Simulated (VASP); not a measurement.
# TePb (Cmcm) in VASP: a series of runs, part 2 of 3

VASP 6.6.1.

## (4) Relaxation of cell and atoms, PBE

Input file INCAR:

```
SYSTEM = TePb
PREC = Accurate
ENCUT = 500
EDIFF = 1E-7
ISMEAR = 0
SIGMA = 0.1
LREAL = .False.
LASPH = .True.
NELM = 120
ALGO = Normal
ISIF = 3
LWAVE = .False.
LCHARG = .False.
GGA = PE
IBRION = 2
NSW = 90
EDIFFG = -0.04
GGA_COMPAT = .False.
NELMIN = 4
```

Input file KPOINTS:

```
regular mesh
0
Gamma
  4 4 4
  0 0 0
```

Input file POSCAR:

```
TePb
1.0
    2.3660622098     -6.2428871142      0.0000000000
    2.3660622098      6.2428871142      0.0000000000
    0.0000000000      0.0000000000      4.7001506059
Te Pb
2 2
Direct
    0.8540000000      0.1460000000      0.7500000000
    0.1460000000      0.8540000000      0.2500000000
    0.5500000000      0.4500000000      0.7500000000
    0.4500000000      0.5500000000      0.2500000000
```

Potentials or basis: VASP PAW PBE potentials, release 64 (Te, Pb_d).

Launch:

```console
$ cat potpaw_PBE.64/Te/POTCAR potpaw_PBE.64/Pb_d/POTCAR > POTCAR
$ mpirun -np 1 vasp_std > vasp.out
```

OUTCAR:

```text
SYSTEM = TePb
   PREC = Accurate
   ENCUT = 500
   EDIFF = 1E-7
   ISMEAR = 0
   LREAL = .False.
   LASPH = .True.
   NELM = 120
   ISIF = 3
   GGA = PE
   IBRION = 2
   NSW = 90
   EDIFFG = -0.04
   NELMIN = 4

 ion  position               nearest neighbor table
   1  0.854  0.146  0.750-   3 3.40   3 3.40   4 3.54   4 3.54   4 3.54   4 3.54   3 3.80
   2  0.146  0.854  0.250-   4 3.40   4 3.40   3 3.54   3 3.54   3 3.54   3 3.54   4 3.80
   3  0.550  0.450  0.750-   4 2.66   4 2.66   1 3.40   1 3.40   2 3.54   2 3.54   2 3.54   2 3.54
                             1 3.80
   4  0.450  0.550  0.250-   3 2.66   3 2.66   2 3.40   2 3.40   1 3.54   1 3.54   1 3.54   1 3.54
                             2 3.80

  LATTYP: Found a base centered orthorhombic cell.
 ALAT       =     4.7321244196
 B/A-ratio  =     2.6385135134
 C/A-ratio  =     0.9932432432

  Lattice vectors:

 A1 = (   2.3660622098,  -6.2428871142,   0.0000000000)
 A2 = (   2.3660622098,   6.2428871142,   0.0000000000)
 A3 = (   0.0000000000,   0.0000000000,   4.7001506059)

Analysis of symmetry for initial positions (statically):
=====================================================================
 Subroutine PRICEL returns:
 Original cell was already a primitive cell.

 Routine SETGRP: Setting up the symmetry group for a
 base centered orthorhombic supercell.

 Subroutine GETGRP returns: Found  8 space group operations
 (whereof  4 operations were pure point group operations)
 out of a pool of  8 trial point group operations.

The static configuration has the point symmetry C_2h.
 The point group associated with its full space group is D_2h.

Analysis of symmetry for dynamics (positions and initial velocities):
=====================================================================
 Subroutine PRICEL returns:
 Original cell was already a primitive cell.

 Routine SETGRP: Setting up the symmetry group for a
 base centered orthorhombic supercell.

 Subroutine GETGRP returns: Found  8 space group operations
 (whereof  4 operations were pure point group operations)
 out of a pool of  8 trial point group operations.

The dynamic configuration has the point symmetry C_2h.
 The point group associated with its full space group is D_2h.

[... 139 lines left out ...]

 number of electron      39.9999995 magnetization

 Free energy of the ion-electron system (eV)
  ---------------------------------------------------
  ext. energy  EPLUGINS =         0.00000000
  ---------------------------------------------------
  free energy    TOTEN  =       -12.07793782 eV

  energy without entropy =      -12.06706541  energy(sigma->0) =      -12.07250162

------------------------ aborting loop because EDIFF is reached ----------------------------------------

  FORCE on cell =-STRESS in cart. coord.  units (eV):
  Direction    XX          YY          ZZ          XY          YZ          ZX
  --------------------------------------------------------------------------------------
  -------------------------------------------------------------------------------------
  Total       -3.4365953      2.2729892     12.2073357      0.0000000      0.0000000      0.0000000
  in kB      -39.6538691     26.2273580    140.8568786      0.0000000      0.0000000      0.0000000
  external PRESSURE =      42.4767891 kB  Pullay stress =       0.0000000 kB
[... 95 lines left out ...]
  FREE ENERGIE OF THE ION-ELECTRON SYSTEM (eV)
  ---------------------------------------------------
  free  energy   TOTEN  =       -13.4271256838 eV

  energy  without entropy=      -13.4207931548  energy(sigma->0) =      -13.42395942

 E-fermi :   3.8260     XC(G=0):  -8.6421

 val. band max:        3.7754662446   @ k =   0.5000   0.5000   0.0000
 cond. band min:       3.8812167348   @ k =   0.5000   0.5000   0.2500
 fundamental gap:      0.1057504902
 Fermi energy:         3.8259758797

 k-point     1 :       0.0000    0.0000    0.0000
  band No.  band energies     occupation
      1     -13.2970      2.00000
      2     -13.2577      2.00000
      3     -13.1909      2.00000
      4     -13.1832      2.00000
      5     -13.1264      2.00000
      6     -13.0912      2.00000
[... 556 lines left out ...]
     23       6.3773      0.00000
     24       6.3773      0.00000

[... ionic steps 4 to 22 ...]

--------------------------------------- Ionic step       23  -------------------------------------------

 number of electron      40.0000003 magnetization

------------------------ aborting loop because EDIFF is reached ----------------------------------------
[... 71 lines left out ...]
--------------------------------------- Ionic step       25  -------------------------------------------

 number of electron      39.9999998 magnetization

 Free energy of the ion-electron system (eV)
  ---------------------------------------------------
  ext. energy  EPLUGINS =         0.00000000
  ---------------------------------------------------
  free energy    TOTEN  =       -14.82953386 eV

  energy without entropy =      -14.82953386  energy(sigma->0) =      -14.82953386

 E-fermi :   5.2162     XC(G=0):  -9.0427

 val. band max:        4.7606360135   @ k =   0.0000   0.0000   0.5000
 cond. band min:       5.8101800027   @ k =   0.2500   0.2500   0.0000
 fundamental gap:      1.0495439892
 Fermi energy:         5.2161832447

 k-point     1 :       0.0000    0.0000    0.0000
  band No.  band energies     occupation
      1     -11.7921      2.00000
      2     -11.7558      2.00000
      3     -11.7554      2.00000
      4     -11.7530      2.00000
      5     -11.7449      2.00000
      6     -11.7439      2.00000
[... 587 lines left out ...]
  FREE ENERGIE OF THE ION-ELECTRON SYSTEM (eV)
  ---------------------------------------------------
  free  energy   TOTEN  =       -14.8295338596 eV

  energy  without entropy=      -14.8295338596  energy(sigma->0) =      -14.82953386

 reached required accuracy - stopping structural energy minimisation
```

OSZICAR:

```text
N       E                     dE             d eps       ncg     rms          rms(c)
DAV:   1     0.383655249479E+03    0.38366E+03   -0.18289E+04  1008   0.161E+03
DAV:   2     0.250574107757E+02   -0.35860E+03   -0.35459E+03  1040   0.411E+02
DAV:   3    -0.109813086204E+02   -0.36039E+02   -0.35241E+02  1328   0.147E+02
[... 279 lines left out ...]
DAV:   3    -0.148294926232E+02    0.51128E-02   -0.65344E-03  1432   0.945E-01    0.386E-02
DAV:   4    -0.148295307997E+02   -0.38177E-04   -0.62430E-04  1296   0.237E-01    0.157E-02
DAV:   5    -0.148295328288E+02   -0.20291E-05   -0.21753E-05  1392   0.434E-02    0.101E-02
DAV:   6    -0.148295335615E+02   -0.73264E-06   -0.26742E-06  1192   0.186E-02    0.219E-03
DAV:   7    -0.148295338083E+02   -0.24683E-06   -0.47775E-07  1200   0.624E-03    0.121E-03
DAV:   8    -0.148295338596E+02   -0.51317E-07   -0.34624E-08   648   0.156E-03
  25 F= -.14829534E+02 E0= -.14829534E+02  d E =-.268216E-02
```

Run time: 22 min. Hardware: 1 thread of Intel Xeon Platinum 8488C (Sapphire Rapids), shared host; peak memory 0.33 GiB.

Results:

| Property | Result |
| --- | --- |
| Free energy | -14.8295 eV |
| Relaxed volume | 35.80 Å³/atom |
| Relaxed cell | a = 6.957 Å, b = 6.957 Å, c = 4.761 Å, α = 90.00°, β = 90.00°, γ = 141.57° |
| Space group after relaxing (to 0.1 Å) | Cmcm (No. 63) |
| Energy gained by relaxing | 687.9 meV/atom |
| Ionic steps | 25 |
| Pressure after relaxing | -0.1 GPa |
| Largest force after relaxing | 0.012 eV/Å |
| Band gap on the k mesh | 1.05 eV (least direct gap 1.23 eV) |

Forces on the atoms (eV/Å):
```
Te   0.000  0.012  0.000
Te   0.000 -0.012  0.000
Pb   0.000 -0.011  0.000
Pb   0.000  0.011  0.000
```

Step by step:
```csv
step,energy change (eV),largest force (eV/Å),pressure (GPa),volume (Å³)
1,0.0000,3.4578,4.25,138.85
2,-1.3378,0.8634,-3.38,156.88
3,-1.3492,0.6207,-4.15,160.86
4,-1.3513,0.7337,-3.77,158.77
5,-1.8308,0.7657,-1.30,141.63
6,-1.9082,0.7912,0.80,133.33
7,-1.9082,0.7947,1.02,132.59
8,-2.0062,0.6428,0.54,133.12
9,-2.1728,0.2797,-0.35,134.70
10,-2.1961,0.2958,-0.52,135.43
11,-2.3052,0.1762,-0.26,134.11
12,-2.4534,0.1642,0.92,131.15
13,-2.3576,0.2805,5.33,124.09
14,-2.4968,0.2636,2.27,128.68
15,-2.5766,0.3241,1.73,131.02
16,-2.6690,0.4639,0.40,137.56
17,-2.6697,0.4548,0.46,137.21
18,-2.6884,0.3963,0.25,138.08
19,-2.7075,0.2188,-0.16,140.28
20,-2.7208,0.1571,-0.03,140.31
21,-2.7399,0.0725,0.36,140.36
22,-2.7415,0.0877,0.52,140.38
23,-2.7481,0.0718,-0.35,144.18
24,-2.7489,0.0380,-0.13,143.21
25,-2.7516,0.0125,-0.07,143.20
```

Final structure:
```
Te Pb
1.0
     2.28942   -6.56937    0.00000
     2.28942    6.56937    0.00000
     0.00000    0.00000    4.76069
Te Pb
2 2
Direct
  0.87017 0.12983 0.75000
  0.12983 0.87017 0.25000
  0.63907 0.36093 0.75000
  0.36093 0.63907 0.25000
```

Caveat: spin-orbit coupling is left out, which moves the levels of the heavy elements.

## (5) Single point, PBE

This run uses another cell than the first one, of 35.87 Å³/atom.

Input file INCAR:

```
SYSTEM = TePb
PREC = Accurate
ENCUT = 500
EDIFF = 1E-6
ISMEAR = 0
SIGMA = 0.02
LREAL = .False.
LASPH = .True.
NELM = 120
ALGO = Normal
ISIF = 2
LWAVE = .False.
LCHARG = .False.
GGA = PE
NBANDS = 28
GGA_COMPAT = .False.
```

Input file KPOINTS:

```
Automatic mesh
0
Gamma
  6 6 6
  0 0 0
```

Input file POSCAR:

```
TePb
1.0
    2.2901412672     -6.6006606039      0.0000000000
    2.2901412672      6.6006606039      0.0000000000
    0.0000000000      0.0000000000      4.7451749454
Te Pb
2 2
Direct
    0.8710404529      0.1289595471      0.7500000000
    0.1289595471      0.8710404529      0.2500000000
    0.6403343119      0.3596656881      0.7500000000
    0.3596656881      0.6403343119      0.2500000000
```

Launch:

```console
$ cat potpaw_PBE.64/Te/POTCAR potpaw_PBE.64/Pb_d/POTCAR > POTCAR
$ mpirun -np 1 vasp_std > vasp.out
```

Run time: 3.8 min. Hardware: 1 thread of Intel Xeon Platinum 8488C (Sapphire Rapids), shared host; peak memory 0.4 GiB.

The run converged. Its results:

```
Free energy            : -14.8325 eV
Pressure               : 0.0 GPa
Largest force          : 0.005 eV/Å
Band gap on the k mesh : 0.90 eV (least direct gap 1.21 eV)
```

Forces on the atoms (eV/Å):
```
Te   0.000 -0.005  0.000
Te   0.000  0.005  0.000
Pb   0.000  0.005  0.000
Pb   0.000 -0.005  0.000
```

Levels at points of the mesh, in eV from the valence-band top:
```csv
k point,band 16,band 17,band 18,band 19,band 20,band 21,band 22,band 23,band 24,band 25
"(0.00, 0.00, 0.00)",-2.57,-1.87,-1.37,-1.09,-0.22,3.85,3.96,4.25,4.26,4.47
"(0.50, 0.00, 0.00)",-1.61,-0.99,-0.58,-0.50,-0.27,1.39,1.41,1.45,1.84,2.42
"(0.50, 0.50, 0.00)",-2.16,-1.68,-1.59,-0.96,-0.85,1.32,3.80,3.98,4.01,4.04
"(0.00, 0.00, 0.50)",-2.43,-0.57,-0.57,0.00,0.00,1.42,1.42,1.67,1.67,4.32
"(0.50, 0.00, 0.50)",-3.77,-2.85,-2.85,-1.12,-1.12,2.65,2.65,5.23,5.23,5.44
"(0.50, 0.50, 0.50)",-0.89,-0.72,-0.72,-0.25,-0.25,1.11,1.11,2.09,2.09,2.41
```

Caveat: spin-orbit coupling is left out, which moves the levels of the heavy elements.

(Part 2 of 3 ends here.)
